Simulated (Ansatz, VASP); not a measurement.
# Ge in VASP and in Ansatz

```
Ge
1.0
     4.63610    2.67665    2.16840
    -4.63610    2.67665    2.16840
     0.00000   -5.35331    2.16840
Ge
8
Direct
  0.71604 0.71604 0.71604
  0.28396 0.28396 0.28396
  0.02894 0.72536 0.53229
  0.53229 0.02894 0.72536
  0.72536 0.53229 0.02894
  0.97106 0.27464 0.46771
  0.46771 0.97106 0.27464
  0.27464 0.46771 0.97106
```

Alike in both runs: task single point; functional LDA; k mesh 9 × 9 × 9; occupations gaussian, width 0.15 eV; no spin polarisation.

|  | VASP | Ansatz |
| --- | --- | --- |
| version | VASP 6.6.1 | Ansatz 0.2.0 |
| potentials or method | VASP PAW LDA potentials, release 64 (Ge_d), cutoff 520 eV | scalar-relativistic, plane waves, PAW |
| valence electrons in the cell | 112 | 112 |

|  | VASP | Ansatz | Ansatz less VASP |
| --- | --- | --- | --- |
| gap on the k mesh at the Fermi level (eV) | none | none | - |
| pressure (GPa) | 2.0 | 1.9 | -0.04 |
| traceless stress, the component that is largest in VASP (GPa) | -13.35 | -13.23 | +0.116 |
| rms of the force components (eV/Å) | 0.609 | 0.600 | -0.0082 |

Ansatz warns that its potentials were made for another functional, while VASP's fit it. LDA's correlation is that of Perdew and Zunger in VASP and of Perdew and Wang (1992) in Ansatz. Atom by atom the forces differ by 0.009 eV/Å (rms over components). A gap of «none» marks a metal or a gap that the smearing closes.
